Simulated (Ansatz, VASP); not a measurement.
## Two plane-wave programs on MgO

INCAR

```
SYSTEM = MgO
  ALGO = Normal
  EDIFF = 1E-6
  ENCUT = 520
  GGA = PS
  ISIF = 2
  ISMEAR = -1
  LASPH = .True.
  LCHARG = .False.
  LREAL = .False.
  LWAVE = .False.
  NBANDS = 11
  NELM = 60
  PREC = Accurate
  SIGMA = 0.05
```

Contents of KPOINTS:

```
k-points
0
Gamma
  8 8 8
  0 0 0
```

Contents of POSCAR:

```
MgO
1.0
    0.0000000000      2.1060000000      2.1060000000
    2.1060000000      0.0000000000      2.1060000000
    2.1060000000      2.1060000000      0.0000000000
Mg O
1 1
Direct
    0.0000000000      0.0000000000      0.0000000000
    0.5000000000      0.5000000000      0.5000000000
```

Input for Ansatz:

```yaml
crystal:
  lattice:
    - [0.0, 2.106, 2.106]
    - [2.106, 0.0, 2.106]
    - [2.106, 2.106, 0.0]
  atoms:
    - { symbol: Mg, position: [0.0, 0.0, 0.0] }
    - { symbol: O, position: [0.5, 0.5, 0.5] }
hamiltonian:
  xc: pbesol
  pseudopotentials: { kind: paw }
basis:
  ecutwfc: 420
kpoints:
  mp_grid: { grid: [8, 8, 8] }
scf:
  occupations: { method: fermi_dirac, width: 0.05 }
  lower_state_search: "off"
output:
  forces: true
  stress: true
```

Alike in both runs: task single point; functional PBEsol; k mesh 8 × 8 × 8; occupations fermi-dirac, width 0.05 eV; no spin polarisation.

|  | VASP | Ansatz |
| --- | --- | --- |
| version | VASP 6.6.1 | Ansatz 0.2.0 |
| potentials or method | VASP PAW PBE potentials, release 64 (Mg, O), cutoff 520 eV | PAW, plane waves, scalar-relativistic |
| valence electrons in the cell | 8 | 16 |

|  | VASP | Ansatz | Ansatz less VASP |
| --- | --- | --- | --- |
| pressure (GPa) | -0.3 | 0.2 | +0.50 |

VASP's potentials were made for PBE, not for PBEsol. The functional is the same, so the differences come from potentials, cutoffs and numerics. VASP's potentials hold 8 valence electrons a cell and Ansatz's 16, so a difference there can come from the potentials and not from the codes.
